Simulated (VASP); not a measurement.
# Ag (Fm-3m) in VASP: further runs

The runs below take Ag through single point, relaxation of cell and atoms, with PBEsol+D3(BJ)+U.

Everything below comes from runs of VASP 6.6.1. Logs are shortened: lines on timing, memory, paths and dates and some standing lists are left out, and cuts for length are marked.

## (1) The cell of the first run

It takes space group Fm-3m (No. 225, cubic). The conventional cell has a = 4.023 Å, b = 4.023 Å, c = 4.023 Å, α = 90.00°, β = 90.00°, γ = 90.00°. Ag (site symmetry m-3m) has 12 Ag at 2.84 Å within 3.7 Å.

## (2) Single point, PBEsol+D3(BJ)+U, non-collinear spin, zero start, spin-orbit coupling

Contents of INCAR:

```
SYSTEM = Ag
PREC = Accurate ; ENCUT = 520
EDIFF = 1E-6 ; ISMEAR = 1
SIGMA = 0.05 ; LREAL = .FALSE.
LASPH = .TRUE. ; NELM = 150
ALGO = Normal ; ISIF = 2
LWAVE = .FALSE. ; LCHARG = .FALSE.
MAGMOM = 0 0 0 ; LORBIT = 11
LSORBIT = .TRUE. ; GGA_COMPAT = .FALSE.
LORBMOM = .TRUE. ; LMAXMIX = 4
LDAU = .TRUE. ; LDAUTYPE = 2
LDAUL = 2 ; LDAUU = 6
LDAUJ = 0 ; LDAUPRINT = 1
GGA = PS ; IVDW = 12
NBANDS = 22
```

Contents of KPOINTS:

```
Automatic mesh
0
G
  11 11 11
  0 0 0
```

Contents of POSCAR:

```
Ag
1.0
    0.0000000000      2.0112972693      2.0112972693
    2.0112972693      0.0000000000      2.0112972693
    2.0112972693      2.0112972693      0.0000000000
Ag
1
Direct
    0.0000000000      0.0000000000      0.0000000000
```

Potentials or basis: VASP PAW PBE potentials, release 64 (Ag).

Started as:

```console
cat potpaw_PBE.64/Ag/POTCAR > POTCAR
mpirun -np 1 vasp_ncl > vasp.out
```

OUTCAR:

```text
SYSTEM = Ag
   PREC = Accurate
   ENCUT = 520
   EDIFF = 1E-6
   ISMEAR = 1
   LREAL = .FALSE.
   LASPH = .TRUE.
   NELM = 150
   ISIF = 2
   LORBIT = 11
   LSORBIT = .TRUE.
   GGA = PS
   IVDW = 12
 IVDW          = 12

 ion  position               nearest neighbor table
   1  0.000  0.000  0.000-

  LATTYP: Found a face centered cubic cell.
 ALAT       =     4.0225945386

  Lattice vectors:

 A1 = (   0.0000000000,   2.0112972693,   2.0112972693)
 A2 = (   2.0112972693,   0.0000000000,   2.0112972693)
 A3 = (   2.0112972693,   2.0112972693,   0.0000000000)

Analysis of symmetry for initial positions (statically):
=====================================================================
 Subroutine PRICEL returns:
 Original cell was already a primitive cell.

 Routine SETGRP: Setting up the symmetry group for a
 face centered cubic supercell.

 Subroutine GETGRP returns: Found 48 space group operations
 (whereof 48 operations were pure point group operations)
 out of a pool of 48 trial point group operations.

The static configuration has the point symmetry O_h .

Analysis of symmetry for dynamics (positions and initial velocities):
=====================================================================
 Subroutine PRICEL returns:
 Original cell was already a primitive cell.

 Routine SETGRP: Setting up the symmetry group for a
 face centered cubic supercell.

 Subroutine GETGRP returns: Found 48 space group operations
 (whereof 48 operations were pure point group operations)
 out of a pool of 48 trial point group operations.

The dynamic configuration has the point symmetry O_h .

Analysis of structural, dynamic, and magnetic symmetry:
=====================================================================
 Subroutine PRICEL returns:
 Original cell was already a primitive cell.

 Routine SETGRP: Setting up the symmetry group for a
 face centered cubic supercell.

 Subroutine GETGRP returns: Found 48 space group operations
 (whereof 48 operations were pure point group operations)
 out of a pool of 48 trial point group operations.

The overall configuration has the point symmetry O_h .

 Subroutine INISYM returns: Found 48 space group operations
 (whereof 48 operations are pure point group operations),
 and found     1 'primitive' translations

----------------------------------------------------------------------------------------

                                     Primitive cell

  volume of cell :      16.2727

[... 203 lines left out ...]
      2       0.7732      1.00000
      3       1.5371      1.00000
      4       1.5371      1.00000
      5       1.5371      1.00000
      6       1.5371      1.00000
[... 589 lines left out ...]
     21      29.6379      0.00000
     22      29.6379      0.00000

 [... further k-points ...]

------------------------ aborting loop because EDIFF is reached ----------------------------------------

 Edisp (eV)   -0.57194

 E8    (eV) :    -0.3795

  FORCE on cell =-STRESS in cart. coord.  units (eV):
  Direction    XX          YY          ZZ          XY          YZ          ZX
  --------------------------------------------------------------------------------------
  -------------------------------------------------------------------------------------
  Total      -0.66280    -0.66280    -0.66280     0.00000    -0.00000    -0.00000
  in kB     -65.25802   -65.25802   -65.25802     0.00000    -0.00000    -0.00000
  external pressure =      -65.26 kB  Pullay stress =        0.00 kB

 VOLUME and BASIS-vectors are now :
 -----------------------------------------------------------------------------
  energy-cutoff  :      520.00
  volume of cell :       16.27
      direct lattice vectors                 reciprocal lattice vectors
     0.000000000  2.011297269  2.011297269    -0.248595773  0.248595773  0.248595773
     2.011297269  0.000000000  2.011297269     0.248595773 -0.248595773  0.248595773
     2.011297269  2.011297269  0.000000000     0.248595773  0.248595773 -0.248595773

 POSITION                                       TOTAL-FORCE (eV/Angst)
 -----------------------------------------------------------------------------------
      0.00000      0.00000      0.00000         0.000000      0.000000      0.000000
 -----------------------------------------------------------------------------------
    total drift:                               -0.000000      0.000000     -0.000000

  FREE ENERGIE OF THE ION-ELECTRON SYSTEM (eV)
  ---------------------------------------------------
  free  energy   TOTEN  =        -2.0263677911 eV

  energy  without entropy=       -2.0261859992  energy(sigma->0) =       -2.02630719

 orbital moment (x)

 # of ion     p       d       tot
 ----------------------------------------
  1         0.000  -0.000  -0.000
 ----------------------------------------
            0.000  -0.000  -0.000

 orbital moment (y)

 # of ion     p       d       tot
 ----------------------------------------
  1         0.000  -0.000  -0.000
 ----------------------------------------
            0.000  -0.000  -0.000

 orbital moment (z)

 # of ion     p       d       tot
 ----------------------------------------
  1         0.000   0.000   0.000
 ----------------------------------------
            0.000   0.000   0.000

 Spin-Orbit-Coupling matrix elements

 Ion:    1  E_soc:     -0.0490550
 l=   1
     0.0000000    -0.0017296    -0.0017296
    -0.0017296     0.0000000    -0.0017296
    -0.0017296    -0.0017296     0.0000000
 l=   2
     0.0000000    -0.0013534     0.0000000    -0.0013534    -0.0050929
    -0.0013534     0.0000000    -0.0038196    -0.0013534    -0.0012732
     0.0000000    -0.0038196     0.0000000    -0.0038196     0.0000000
    -0.0013534    -0.0013534    -0.0038196     0.0000000    -0.0012732
    -0.0050929    -0.0012732     0.0000000    -0.0012732     0.0000000
 l=   3
     0.0000000     0.0000000     0.0000000     0.0000000     0.0000000     0.0000000     0.0000000
     0.0000000     0.0000000     0.0000000     0.0000000     0.0000000     0.0000000     0.0000000
     0.0000000     0.0000000     0.0000000     0.0000000     0.0000000     0.0000000     0.0000000
     0.0000000     0.0000000     0.0000000     0.0000000     0.0000000     0.0000000     0.0000000
     0.0000000     0.0000000     0.0000000     0.0000000     0.0000000     0.0000000     0.0000000
     0.0000000     0.0000000     0.0000000     0.0000000     0.0000000     0.0000000     0.0000000
     0.0000000     0.0000000     0.0000000     0.0000000     0.0000000     0.0000000     0.0000000

 total charge

# of ion       s       p       d       tot
------------------------------------------
    1        0.415   0.282   9.438  10.135

 magnetization (x)

# of ion       s       p       d       tot
------------------------------------------
    1        0.000  -0.000   0.000   0.000

 magnetization (y)

# of ion       s       p       d       tot
------------------------------------------
    1       -0.000  -0.000   0.000  -0.000

 magnetization (z)

# of ion       s       p       d       tot
------------------------------------------
    1       -0.000   0.000   0.000   0.000
```

stdout:

```text
POSCAR found type information on POSCAR Ag
 POSCAR found :  1 types and       1 ions
 scaLAPACK will be used
 -----------------------------------------------------------------------------
|                                                                             |
|                                                                             |
|     You enforced a specific xc type in the INCAR file but a different       |
|     I HOPE YOU KNOW WHAT YOU ARE DOING!                                     |
|                                                                             |
 -----------------------------------------------------------------------------

 LDA part: xc-table for (Slater+PW92), standard interpolation
 POSCAR, INCAR and KPOINTS ok, starting setup
 FFT: planning ... GRIDC
 FFT: planning ... GRID_SOFT
 FFT: planning ... GRID
 WAVECAR not read
 entering main loop
```

Run time: 20 s. Hardware: 1 thread of Intel Xeon Platinum 8559C (Emerald Rapids), shared host; peak memory 0.21 GiB.

Results:

```yaml
Free_energy: -2.0264 eV
Pressure: -6.5 GPa
Net_moment: 0.00 μB per cell
Valence_electrons_inside_the_program's_atomic_spheres: Ag 10.13
Dispersion_energy_per_atom: -0.572 eV
```

Moments on the atoms (μB; x, y, z):
```
Ag  0.00 0.00 0.00
```

Caveat: the cell stands under tension; the PAW data sets were made with another functional, which shifts forces and pressure a little; the U is typed as a test and isn't derived for this compound. The state reached can hang on the start; a lower one may exist.

## (3) Relaxation of cell and atoms, PBEsol+D3(BJ)+U, non-collinear spin, zero start, spin-orbit coupling

This run uses another cell than the first one, of 17.05 Å³/atom.

Contents of INCAR:

```
PREC     = Accurate       # precision mode
ENCUT    = 600            # plane-wave cutoff, eV
EDIFF    = 1E-6           # SCF threshold, eV
ISMEAR   = 1              # smearing method
SIGMA    = 0.05           # smearing width, eV
LREAL    = F              # projectors in reciprocal space
LASPH    = T              # aspherical terms in the spheres
NELM     = 150            # most SCF steps
ALGO     = Normal         # electronic algorithm
ISIF     = 3              # what is computed and relaxed
LWAVE    = F              # write WAVECAR
LCHARG   = F              # write CHGCAR
LNONCOLLINEAR= T              # non-collinear magnetism
MAGMOM   = 0 0 0          # initial moments
LORBIT   = 11             # projections on sites
LSORBIT  = T              # spin-orbit coupling
GGA_COMPAT= F            
LORBMOM  = T            
LMAXMIX  = 4              # l up to which the mixer works
LDAU     = T              # DFT+U
LDAUTYPE = 2            
LDAUL    = 2              # shell
LDAUU    = 6              # U, eV
LDAUJ    = 0            
LDAUPRINT= 1            
GGA      = PS             # functional
IVDW     = 12             # dispersion correction
IBRION   = 2              # ionic algorithm
NSW      = 60             # ionic steps
EDIFFG   = -0.01          # ionic threshold
```

Contents of KPOINTS:

```
Automatic mesh
0
Gamma
  11 11 11
```

Contents of POSCAR:

```
Ag
1.0
    0.0000000000      2.0427500000      2.0427500000
    2.0427500000      0.0000000000      2.0427500000
    2.0427500000      2.0427500000      0.0000000000
Ag
1
Direct
    0.0000000000      0.0000000000      0.0000000000
```

Potentials or basis: VASP PAW PBE potentials, release 64 (Ag).

Started as:

```console
cat potpaw_PBE.64/Ag/POTCAR > POTCAR
mpirun -np 1 vasp_ncl > vasp.out
```

Run time: 44 s. Hardware: 1 thread of Intel Xeon Platinum 8559C (Emerald Rapids), shared host; peak memory 0.23 GiB.

Results (log left out):

- Free energy: -2.0517 eV
- Relaxed volume: 15.27 Å³/atom
- Relaxed cell: a = 2.785 Å, b = 2.785 Å, c = 2.785 Å, α = 60.00°, β = 60.00°, γ = 60.00°
- Space group after relaxing (to 0.1 Å): Fm-3m (No. 225)
- Energy gained by relaxing: 60.7 meV/atom
- Ionic steps: 3
- Pressure after relaxing: 0.0 GPa
- Net moment: 0.00 μB per cell
- Valence electrons inside the program's atomic spheres: Ag 10.21
- Dispersion energy per atom: -0.610 eV

The path:
```
step  energy change (eV)  largest force (eV/Å)  pressure (GPa)  volume (Å³)
   1              0.0000                0.0000           -9.73        17.05
   2             -0.0499                0.0000            5.77        14.62
   3             -0.0607                0.0000            0.02        15.27
```

Final structure:
```
Ag
1.0
     0.00000    1.96896    1.96896
     1.96896    0.00000    1.96896
     1.96896    1.96896    0.00000
Ag
1
Direct
  0.00000 0.00000 0.00000
```

Moments on the atoms (μB; x, y, z):
```
Ag  0.00 0.00 0.00
```

Caveat: the PAW data sets were made with another functional, which shifts forces and pressure a little; the U is typed as a test and isn't derived for this compound. The state reached can hang on the start; a lower one may exist.
